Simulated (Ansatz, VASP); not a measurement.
# One calculation of Ga, two programs

```xyz
3
Lattice="3.8526 0.0000 0.0000 0.0000 3.8526 0.0000 0.0000 0.0000 3.8526" Properties=species:S:1:pos:R:3 pbc="T T T"
Ga    1.9263    0.0000    1.9263
Ga    0.0000    1.9263    1.9263
Ga    1.9263    1.9263    0.0000
```

Alike in both runs: functional r2SCAN; k mesh 10 × 10 × 10; occupations gaussian, width 0.1 eV; no spin polarisation.

Ansatz relaxed the structure, and its values are those at the end. VASP's run is a single point on that final structure, the one shown.

```csv
,VASP,Ansatz
version,VASP 6.6.1,Ansatz 0.2.0
potentials or method,"VASP PAW PBE potentials, release 64 (Ga_d), cutoff 520 eV","scalar-relativistic, plane waves, PAW"
valence electrons in the cell,39,39
```

```tsv
	VASP	Ansatz	Ansatz less VASP
gap on the k mesh at the Fermi level (eV)	none	none	-
pressure (GPa)	0.2	0.0	-0.16
```

VASP's potentials were made for PBE, not for r2SCAN. A gap of «none» marks a metal or a gap that the smearing closes.
